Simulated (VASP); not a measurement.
Here is a VASP 6.6.1 calculation.

Contents of INCAR:

```
ALGO = Normal ; EDIFF = 1E-7
ENCUT = 520 ; GGA = PE
ISIF = 2 ; ISMEAR = -1
IVDW = 12 ; LASPH = T
LCHARG = F ; LREAL = Auto
LWAVE = F ; NBANDS = 82
NELM = 80 ; PREC = Accurate
SIGMA = 0.02
```

The input KPOINTS:

```
k-points
0
Gamma
  2 2 1
```

POSCAR

```
SiO2
1.0
    5.9131100000      0.0000000000      0.0000000000
    0.0000000000      5.3324000000      0.0000000000
    0.0000000000      0.0000000000     16.7677400000
Si O
8 16
Direct
    0.0000000000      0.0000000000      0.0596383293
    0.5000076102      0.2500000000      0.0596383293
    0.5007009848      0.0090015753      0.2680921818
    0.9854543548      0.2524191734      0.2428770961
    0.0000000000      0.5000000000      0.0596383293
    0.5000076102      0.7500000000      0.0596383293
    0.4884908280      0.4900232541      0.2698097657
    0.9912381133      0.7543695147      0.2469205749
    0.0012176334      0.0019690946      0.1582264515
    0.1937051738      0.2500000000      0.0596383293
    0.5087339826      0.0015565224      0.1176425684
    0.8062931351      0.2500000000      0.0596383293
    0.5463960589      0.0795514215      0.3615275523
    0.6821960018      0.2519128347      0.2323449672
    0.0046168598     -0.0022691471      0.3033324706
    0.2898982092      0.2490435826      0.2439088392
   -0.0207335903      0.4769334634      0.1639755865
    0.1937051738      0.7500000000      0.0596383293
    0.4902665433      0.5009939239      0.1174397981
    0.8062931351      0.7500000000      0.0596383293
    0.5219419223      0.4615557723      0.3659765717
    0.6807246948      0.7373602881      0.2392272304
   -0.0066800719      0.4979371390      0.3073759493
    0.3251588420      0.7592266147      0.2453520868
```

Potentials or basis: VASP PAW PBE potentials, release 64 (Si, O).

Command:

```sh
$ cat potpaw_PBE.64/Si/POTCAR potpaw_PBE.64/O/POTCAR > POTCAR
$ mpirun -np 1 vasp_std > vasp.out
```

Q: Estimate the largest force.

A: 6.876 eV/Å.

Q: Predict the band gap on the k mesh.

A: Zero (bands 64 and 65 overlap by 0.03 eV).

Forces in eV/Å, atoms in the order of the input:
```
Si  -0.150  0.063  5.654
Si   0.069  0.184  0.676
Si   0.048 -0.122 -1.825
Si   0.435 -0.208  0.361
Si  -0.256 -0.281  6.866
Si   0.073  0.179  0.540
Si   0.423  0.378 -1.848
Si  -0.154 -1.866 -0.451
O   -0.145 -0.912  2.561
O   -0.992  0.015 -3.809
O   -0.626 -0.427 -0.386
O    0.871  0.133 -4.161
O   -0.388  1.200  1.594
O   -0.916 -0.465  0.520
O   -1.060  1.119  0.252
O    2.454  0.520 -0.285
O    1.306  2.381 -0.479
O   -1.345 -0.255 -3.346
O    0.300 -0.069 -0.347
O    1.229 -0.464 -3.568
O   -0.062 -1.945  0.536
O    1.328  1.271  1.166
O    0.015  0.540 -0.805
O   -2.456 -0.967  0.583
```

Caveat: the k points lie up to 0.59 Å⁻¹ apart.
